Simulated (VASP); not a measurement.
# Co (Im-3m) in VASP: notebook

The runs below take Co through single point, relaxation of cell and atoms, with LDA.

Program: VASP 6.6.1. These are calculated values, not measurements. Logs are shortened: lines on timing, memory, paths and dates and some standing lists are left out, and cuts for length are marked.

## Step 1: The cell of the first run

Symmetry: Im-3m, No. 229, cubic system. Conventional cell: a = 2.769 Å, b = 2.769 Å, c = 2.769 Å, α = 90.00°, β = 90.00°, γ = 90.00°. Within 3.2 Å of Co (site symmetry m-3m) lie 14 Co at 2.40 to 2.77 Å.

This isn't the form of Co at room conditions, which is hcp.

## Step 2: Single point, LDA (10.61 Å³/atom)

File INCAR:

```
SYSTEM = Co
PREC = Accurate
ENCUT = 520
EDIFF = 1E-7
ISMEAR = -1
SIGMA = 0.1
LREAL = .False.
LASPH = .True.
NELM = 80
ALGO = Normal
ISIF = 2
LWAVE = .False.
LCHARG = .False.
NBANDS = 10
```

File KPOINTS:

```
Automatic mesh
0
Gamma
  18 18 18
  0 0 0
```

File POSCAR:

```
Co
1.0
   -1.3844049985      1.3844049985      1.3844049985
    1.3844049985     -1.3844049985      1.3844049985
    1.3844049985      1.3844049985     -1.3844049985
Co
1
Direct
    0.0000000000      0.0000000000      0.0000000000
```

Potentials or basis: VASP PAW LDA potentials, release 64 (Co).

Command:

```console
cat potpaw_LDA.64/Co/POTCAR > POTCAR
mpirun -np 1 vasp_std > vasp.out
```

OUTCAR:

```text
SYSTEM = Co
   PREC = Accurate
   ENCUT = 520
   EDIFF = 1E-7
   ISMEAR = -1
   LREAL = .False.
   LASPH = .True.
   NELM = 80
   ISIF = 2

 ion  position               nearest neighbor table
   1  0.000  0.000  0.000-

  LATTYP: Found a body centered cubic cell.
 ALAT       =     2.7688099970

  Lattice vectors:

 A1 = (  -1.3844049985,   1.3844049985,   1.3844049985)
 A2 = (   1.3844049985,  -1.3844049985,   1.3844049985)
 A3 = (   1.3844049985,   1.3844049985,  -1.3844049985)

Analysis of symmetry for initial positions (statically):
=====================================================================
 Subroutine PRICEL returns:
 Original cell was already a primitive cell.

 Routine SETGRP: Setting up the symmetry group for a
 body centered cubic supercell.

 Subroutine GETGRP returns: Found 48 space group operations
 (whereof 48 operations were pure point group operations)
 out of a pool of 48 trial point group operations.

The static configuration has the point symmetry O_h .

Analysis of symmetry for dynamics (positions and initial velocities):
=====================================================================
 Subroutine PRICEL returns:
 Original cell was already a primitive cell.

 Routine SETGRP: Setting up the symmetry group for a
 body centered cubic supercell.

 Subroutine GETGRP returns: Found 48 space group operations
 (whereof 48 operations were pure point group operations)
 out of a pool of 48 trial point group operations.

The dynamic configuration has the point symmetry O_h .

 Subroutine INISYM returns: Found 48 space group operations
 (whereof 48 operations are pure point group operations),
 and found     1 'primitive' translations

----------------------------------------------------------------------------------------

                                     Primitive cell

  volume of cell :      10.6133

  direct lattice vectors                    reciprocal lattice vectors
    -1.384404998  1.384404998  1.384404998     0.000000000  0.361165989  0.361165989
     1.384404998 -1.384404998  1.384404998     0.361165989  0.000000000  0.361165989
     1.384404998  1.384404998 -1.384404998     0.361165989  0.361165989  0.000000000

  length of vectors
     2.397859796  2.397859796  2.397859796     0.510765839  0.510765839  0.510765839

  position of ions in fractional coordinates (direct lattice)
     0.000000000  0.000000000  0.000000000

  ion indices of the primitive-cell ions
   primitive index   ion index
                 1           1

----------------------------------------------------------------------------------------

 KPOINTS: Automatic mesh

Automatic generation of k-mesh.
 Grid dimensions read from file:
 generate k-points for:   18   18   18

 Generating k-lattice:

  Cartesian coordinates                     Fractional coordinates (reciprocal lattice)
     0.000000000  0.020064777  0.020064777     0.055555556  0.000000000  0.000000000
     0.020064777  0.000000000  0.020064777     0.000000000  0.055555556  0.000000000
     0.020064777  0.020064777  0.000000000     0.000000000  0.000000000  0.055555556

  Length of vectors
     0.028375880  0.028375880  0.028375880

  Shift w.r.t. Gamma in fractional coordinates (k-lattice)
     0.000000000  0.000000000  0.000000000

 Subroutine IBZKPT returns following result:
 ===========================================

 Found    195 irreducible k-points:

 Following reciprocal coordinates:
            Coordinates               Weight
  0.000000  0.000000  0.000000      1.000000
  0.055556  0.000000  0.000000     12.000000
  0.111111  0.000000  0.000000     12.000000
  0.166667  0.000000  0.000000     12.000000
  0.222222  0.000000  0.000000     12.000000
  0.277778  0.000000  0.000000     12.000000
[... 16 lines left out ...]
  0.333333  0.111111 -0.000000     48.000000
  0.388889  0.111111 -0.000000     48.000000
 [... further k-points ...]
   k-points           NKPTS =    195   k-points in BZ     NKDIM =    195   number of bands    NBANDS=     10
   number of dos      NEDOS =    301   number of ions     NIONS =      1
   total plane-waves  NPLWV =   5832
   dimension x,y,z NGX =    18 NGY =   18 NGZ =   18
   dimension x,y,z NGXF=    36 NGYF=   36 NGZF=   36
   ions per type =               1
   NGX,Y,Z   is equivalent  to a cutoff of  12.48, 12.48, 12.48 a.u.
   NGXF,Y,Z  is equivalent  to a cutoff of  24.96, 24.96, 24.96 a.u.
 SYSTEM =  Co
   PREC   = accura    normal or accurate (medium, high low for compatibility)
   ISTART =      0    job   : 0-new  1-cont  2-samecut
   ICHARG =      2    charge: 1-file 2-atom 10-const
   ISPIN  =      1    spin polarized calculation?
   LNONCOLLINEAR =      F non collinear calculations
   LSORBIT =      F    spin-orbit coupling
   LASPH  =      T    aspherical Exc in radial PAW
   ENCUT  =  520.0 eV  38.22 Ry    6.18 a.u.   4.46  4.46  4.46*2*pi/ulx,y,z
   NELM   =     80;   NELMIN=  2; NELMDL= -5     # of ELM steps
[... 60 lines left out ...]
      4       8.2776      2.00000
      5       9.8474      1.87760
      6       9.8474      1.87760
      7      36.1916      0.00000
      8      36.1916      0.00000
      9      36.1916      0.00000
     10      41.8129      0.00000

 k-point     2 :       0.0556    0.0000    0.0000
  band No.  band energies     occupation
      1       1.4081      2.00000
      2       8.2415      2.00000
      3       8.2742      2.00000
      4       8.3470      2.00000
      5       9.8097      1.91437
      6       9.8502      1.87435
      7      35.3326      0.00000
      8      36.0142      0.00000
      9      36.1021      0.00000
     10      41.0364      0.00000

 k-point     3 :       0.1111    0.0000    0.0000
  band No.  band energies     occupation
      1       1.7989      2.00000
      2       8.1383      2.00000
      3       8.2553      2.00000
      4       8.5501      2.00000
      5       9.7184      1.96475
      6       9.8593      1.86322
      7      33.2827      0.00000
      8      35.3522      0.00000
      9      35.8761      0.00000
     10      39.7773      0.00000

 k-point     4 :       0.1667    0.0000    0.0000
  band No.  band energies     occupation
      1       2.4243      2.00000
      2       7.9829      2.00000
      3       8.2036      2.00000
      4       8.8716      1.99999
      5       9.6285      1.98549
      6       9.8763      1.83989
      7      30.7058      0.00000
      8      34.2183      0.00000
      9      35.5961      0.00000
     10      37.7950      0.00000

 k-point     5 :       0.2222    0.0000    0.0000
  band No.  band energies     occupation
      1       3.2335      2.00000
      2       7.7964      2.00000
      3       8.1315      2.00000
      4       9.2848      1.99953
      5       9.5934      1.98977
      6       9.9023      1.79706
      7      27.9587      0.00000
      8      32.9251      0.00000
      9      35.3250      0.00000
     10      35.9605      0.00000

 k-point     6 :       0.2778    0.0000    0.0000
  band No.  band energies     occupation
      1       4.1203      2.00000
      2       7.6028      2.00000
      3       8.1377      2.00000
      4       9.6239      1.98614
      5       9.7508      1.95157
      6       9.9366      1.72548
      7      25.2280      0.00000
      8      31.7074      0.00000
      9      34.3209      0.00000
     10      35.0941      0.00000
[... 183 lines left out ...]
 k-point    21 :       0.2222    0.1111    0.0000
  band No.  band energies     occupation
      1       4.4429      2.00000
      2       7.6138      2.00000
      3       7.8792      2.00000
      4       9.5278      1.99468
      5       9.9770      1.61512
      6      10.1567      0.82077
      7      25.4541      0.00000
      8      28.9940      0.00000
      9      32.9311      0.00000
     10      36.5260      0.00000

 k-point    22 :       0.2778    0.1111    0.0000
  band No.  band energies     occupation
      1       5.1900      2.00000
      2       7.4408      2.00000
      3       8.0281      2.00000
      4       9.6102      1.98790
      5      10.0636      1.27683
      6      10.7261      0.00468
      7      22.8648      0.00000
      8      28.1054      0.00000
      9      31.7889      0.00000
     10      36.3842      0.00000

 k-point    23 :       0.3333    0.1111   -0.0000
  band No.  band energies     occupation
      1       5.6057      2.00000
      2       7.3097      2.00000
      3       8.4559      2.00000
      4       9.7072      1.96841
      5      10.1475      0.86528
      6      11.4009      0.00001
      7      20.5169      0.00000
      8      27.4314      0.00000
      9      30.9208      0.00000
     10      36.2707      0.00000

 k-point    24 :       0.3889    0.1111   -0.0000
  band No.  band energies     occupation
      1       5.7390      2.00000
      2       7.2280      2.00000
      3       8.9018      1.99999
      4       9.7617      1.94613
      5      10.2769      0.34583
      6      12.1325      0.00000
      7      18.6568      0.00000
      8      27.0048      0.00000
      9      30.3756      0.00000
     10      36.1999      0.00000

 [... further k-points ...]

------------------------ aborting loop because EDIFF is reached ----------------------------------------

  FORCE on cell =-STRESS in cart. coord.  units (eV):
  Direction    XX          YY          ZZ          XY          YZ          ZX
  --------------------------------------------------------------------------------------
  -------------------------------------------------------------------------------------
  Total       -1.2740248     -1.2740248     -1.2740248     -0.0000000      0.0000000     -0.0000000
  in kB     -192.3264425   -192.3264425   -192.3264425     -0.0000000      0.0000000     -0.0000000
  external PRESSURE =    -192.3264425 kB  Pullay stress =       0.0000000 kB

 VOLUME and BASIS-vectors are now :
 -----------------------------------------------------------------------------
  energy-cutoff  :      520.00
  volume of cell :       10.61
      direct lattice vectors                 reciprocal lattice vectors
    -1.384404998  1.384404998  1.384404998     0.000000000  0.361165989  0.361165989
     1.384404998 -1.384404998  1.384404998     0.361165989  0.000000000  0.361165989
     1.384404998  1.384404998 -1.384404998     0.361165989  0.361165989  0.000000000

 POSITION                                       TOTAL-FORCE (eV/Angst)
 -----------------------------------------------------------------------------------
      0.00000      0.00000      0.00000        -0.000000      0.000000     -0.000000
 -----------------------------------------------------------------------------------
    total drift:                                0.000000     -0.000000      0.000000

  FREE ENERGIE OF THE ION-ELECTRON SYSTEM (eV)
  ---------------------------------------------------
  free  energy   TOTEN  =        -7.7933727170 eV

  energy  without entropy=       -7.6790252950  energy(sigma->0) =       -7.73619901
```

It took 35 s on 1 thread of AMD EPYC 7R13, shared host; peak memory 0.1 GiB.

What came out:

```
Free energy            : -7.7934 eV
Pressure               : -19.2 GPa
Band gap on the k mesh : zero (an odd number of electrons rules out a gap without spin polarisation)
```

Levels at points of the mesh, in eV from the Fermi level:
| k point | band 1 | band 2 | band 3 | band 4 | band 5 | band 6 | band 7 | band 8 | band 9 | band 10 |
| --- | --- | --- | --- | --- | --- | --- | --- | --- | --- | --- |
| (0.00, 0.00, 0.00) | -8.84 | -1.84 | -1.84 | -1.84 | -0.27 | -0.27 | 26.07 | 26.07 | 26.07 | 31.69 |
| (0.50, 0.00, 0.00) | -4.61 | -2.96 | -0.32 | -0.07 | 0.46 | 0.88 | 7.69 | 19.15 | 20.84 | 24.57 |
| (0.50, 0.50, 0.50) | -4.26 | -4.26 | 0.61 | 0.61 | 0.61 | 10.22 | 10.22 | 10.22 | 16.52 | 16.52 |

Caveat: the cell stands under tension; the run has no spin polarisation, though such a crystal can be magnetic.

## Step 3: Single point, LDA (11.01 Å³/atom)

This run uses another cell than the first one, of 11.01 Å³/atom.

File INCAR:

```
  PREC = Accurate
  ENCUT = 520
  EDIFF = 1E-7
  ISMEAR = -1
  SIGMA = 0.1
  LREAL = False
  LASPH = True
  NELM = 100
  ALGO = Normal
  ISIF = 2
  LWAVE = False
  LCHARG = False
  NBANDS = 10
```

File KPOINTS:

```
Automatic mesh
0
Gamma
  18 18 18
```

File POSCAR:

```
Co
1.0
   -1.4012896503      1.4012896503      1.4012896503
    1.4012896503     -1.4012896503      1.4012896503
    1.4012896503      1.4012896503     -1.4012896503
Co
1
Direct
    0.0000000000      0.0000000000      0.0000000000
```

Potentials or basis: VASP PAW LDA potentials, release 64 (Co).

Command:

```console
cat potpaw_LDA.64/Co/POTCAR > POTCAR
mpirun -np 1 vasp_std > vasp.out
```

Wall time 39 s (1 thread of AMD EPYC 7R13, shared host); peak memory 0.1 GiB.

It converged, with:

| Property | Result |
| --- | --- |
| Free energy | -7.7380 eV |
| Pressure | -25.7 GPa |
| Band gap on the k mesh | zero (an odd number of electrons rules out a gap without spin polarisation) |

Levels at points of the mesh, in eV from the Fermi level:
```tsv
k point	band 3	band 4	band 5	band 6	band 7	band 8
(0.00, 0.00, 0.00)	-1.75	-1.75	-0.26	-0.26	25.72	25.72
(0.50, 0.00, 0.00)	-0.31	-0.07	0.48	0.83	7.38	18.84
(0.50, 0.50, 0.50)	0.57	0.57	0.57	9.97	9.97	9.97
```

Caveat: the cell stands under tension; the run has no spin polarisation, though such a crystal can be magnetic. Spin polarisation is off, so any magnetic state and its effect on volume and gap are missing.

## Step 4: Relaxation of cell and atoms, LDA

This run uses another cell than the first one, of 11.07 Å³/atom.

File INCAR:

```
SYSTEM = Co
ALGO = Normal
EDIFF = 1E-6
EDIFFG = -0.01
ENCUT = 600
GGA = CA
IBRION = 2
ISIF = 3
ISMEAR = -1
LASPH = .TRUE.
LCHARG = .FALSE.
LREAL = .FALSE.
LWAVE = .FALSE.
NELM = 100
NSW = 80
PREC = Accurate
SIGMA = 0.1
```

File KPOINTS:

```
k-points
0
G
  16 16 16
  0 0 0
```

File POSCAR:

```
Co
1.0
   -1.4041371717      1.4041371717      1.4041371717
    1.4041371717     -1.4041371717      1.4041371717
    1.4041371717      1.4041371717     -1.4041371717
Co
1
Direct
    0.0000000000      0.0000000000      0.0000000000
```

Command:

```console
cat potpaw_LDA.64/Co/POTCAR > POTCAR
mpirun -np 1 vasp_std > vasp.out
```

Wall time 1.7 min (1 thread of AMD EPYC 7R13, shared host); peak memory 0.11 GiB.

The run converged. Its results:

* Free energy: -7.8475 eV
* Relaxed volume: 9.79 Å³/atom
* Relaxed cell: a = 2.335 Å, b = 2.335 Å, c = 2.335 Å, α = 109.47°, β = 109.47°, γ = 109.47°
* Space group after relaxing (to 0.1 Å): Im-3m (No. 229)
* Energy gained by relaxing: 120.2 meV/atom
* Ionic steps: 7
* Pressure after relaxing: 0.0 GPa
* Band gap on the k mesh: zero (an odd number of electrons rules out a gap without spin polarisation)

The path:
| step | energy change (eV) | largest force (eV/Å) | pressure (GPa) | volume (Å³) |
| --- | --- | --- | --- | --- |
| 1 | 0.0000 | 0.0000 | -26.72 | 11.07 |
| 2 | 0.1351 | 0.0000 | 66.66 | 8.37 |
| 3 | -0.1200 | 0.0000 | -1.39 | 9.84 |
| 4 | -0.1202 | 0.0000 | -0.32 | 9.80 |
| 5 | -0.1202 | 0.0000 | 0.42 | 9.78 |
| 6 | -0.1202 | 0.0000 | -0.53 | 9.81 |
| 7 | -0.1202 | 0.0000 | 0.00 | 9.79 |

Final structure:
```
Co
1.0
    -1.34783    1.34783    1.34783
     1.34783   -1.34783    1.34783
     1.34783    1.34783   -1.34783
Co
1
Direct
  0.00000 0.00000 0.00000
```

Levels at points of the mesh, in eV from the Fermi level:
```
           k point  band 1  band 2  band 3  band 4  band 5  band 6  band 7  band 8
(0.00, 0.00, 0.00)   -9.37   -2.06   -2.06   -2.06   -0.31   -0.31   26.85   26.85
(0.50, 0.00, 0.00)   -5.11   -3.32   -0.35   -0.07    0.41    1.00    8.43   19.84
(0.50, 0.50, 0.50)   -4.80   -4.80    0.70    0.70    0.70   10.79   10.79   10.79
```

Caveat: the run has no spin polarisation, though such a crystal can be magnetic.

## Step 5: Single point, LDA

This run uses another cell than the first one, of 9.83 Å³/atom.

File INCAR:

```
SYSTEM = Co
PREC     = Accurate       ! precision mode
ENCUT    = 520            ! plane-wave cutoff, eV
EDIFF    = 1E-7           ! SCF threshold, eV
ISMEAR   = -1             ! smearing method
SIGMA    = 0.1            ! smearing width, eV
LREAL    = .FALSE.        ! projectors in reciprocal space
LASPH    = .TRUE.         ! aspherical terms in the spheres
NELM     = 60             ! most SCF steps
ALGO     = Normal         ! electronic algorithm
ISIF     = 2              ! what is computed and relaxed
LWAVE    = .FALSE.        ! write WAVECAR
LCHARG   = .FALSE.        ! write CHGCAR
GGA      = CA             ! functional
NBANDS   = 10             ! bands
```

File KPOINTS:

```
regular mesh
0
G
  27 27 27
  0 0 0
```

File POSCAR:

```
Co
1.0
   -1.3493415908      1.3493415908      1.3493415908
    1.3493415908     -1.3493415908      1.3493415908
    1.3493415908      1.3493415908     -1.3493415908
Co
1
Direct
    0.0000000000      0.0000000000      0.0000000000
```

Command:

```console
cat potpaw_LDA.64/Co/POTCAR > POTCAR
mpirun -np 1 vasp_std > vasp.out
```

Run time: 92 s. Hardware: 1 thread of AMD EPYC 7R13, shared host; peak memory 0.13 GiB.

The run converged. Its results:

| Item | Value |
| --- | --- |
| Free energy | -7.8468 eV |
| Pressure | -0.9 GPa |
| Band gap on the k mesh | zero (an odd number of electrons rules out a gap without spin polarisation) |

Levels at points of the mesh, in eV from the Fermi level:
```tsv
k point	band 2	band 3	band 4	band 5	band 6	band 7	band 8	band 9
(0.00, 0.00, 0.00)	-2.06	-2.06	-2.06	-0.31	-0.31	26.81	26.81	26.81
```

Caveat: the run has no spin polarisation, though such a crystal can be magnetic.

## Step 6: Single point, LDA, non-collinear spin, zero start, spin-orbit coupling

This run uses another cell than the first one, of 9.83 Å³/atom.

File INCAR:

```
ALGO = Normal
EDIFF = 1E-6
ENCUT = 520
GGA = CA
GGA_COMPAT = False
ISIF = 2
ISMEAR = -1
LASPH = True
LCHARG = False
LMAXMIX = 4
LORBIT = 11
LORBMOM = True
LREAL = False
LSORBIT = True
LWAVE = False
MAGMOM = 0 0 0
NBANDS = 20
NELM = 150
PREC = Accurate
SIGMA = 0.1
```

File KPOINTS:

```
k-points
0
Gamma
  16 16 16
```

POSCAR is that of step 5.

Potentials or basis: VASP PAW LDA potentials, release 64 (Co).

Command:

```console
cat potpaw_LDA.64/Co/POTCAR > POTCAR
mpirun -np 1 vasp_ncl > vasp.out
```

Run time: 2.1 min. Hardware: 1 thread of AMD EPYC 7R13, shared host; peak memory 0.13 GiB.

The run converged. Its results:

```yaml
Free_energy: -7.8570 eV
Pressure: -0.8 GPa
Net_moment: 0.00 μB per cell
Valence_electrons_inside_the_program's_atomic_spheres: Co 8.49
```

Moments on the atoms (μB; x, y, z):
```
Co  0.00 0.00 0.00
```

## Step 7: The runs side by side

| task | spin | cell | k mesh | cutoff (eV) | gap on the mesh (eV) | pressure (GPa) |
| --- | --- | --- | --- | --- | --- | --- |
| single point | off | a = 2.398 Å, angles 109.5°, 1 atom | 18 × 18 × 18 | 520 | none | -19.2 |
| single point | off | a = 2.427 Å, angles 109.5°, 1 atom | 18 × 18 × 18 | 520 | none | -25.7 |
| relaxation of cell and atoms | off | relaxed from a = 2.432 Å, angles 109.5°, 1 atom | 16 × 16 × 16 | 600 | none | 0.0 |
| single point | off | a = 2.337 Å, angles 109.5°, 1 atom | 27 × 27 × 27 | 520 | none | -0.9 |
| single point | non-collinear, zero start, SOC | a = 2.337 Å, angles 109.5°, 1 atom | 16 × 16 × 16 | 520 | - | -0.8 |

Alike in all rows: level LDA; potentials or basis VASP PAW LDA potentials, release 64 (Co); smearing fermi-dirac 0.1 eV.

Caveats: the cell stands under tension (at least some runs).

Total energies depend on the potentials used, so only differences within one code and one set of settings carry meaning.
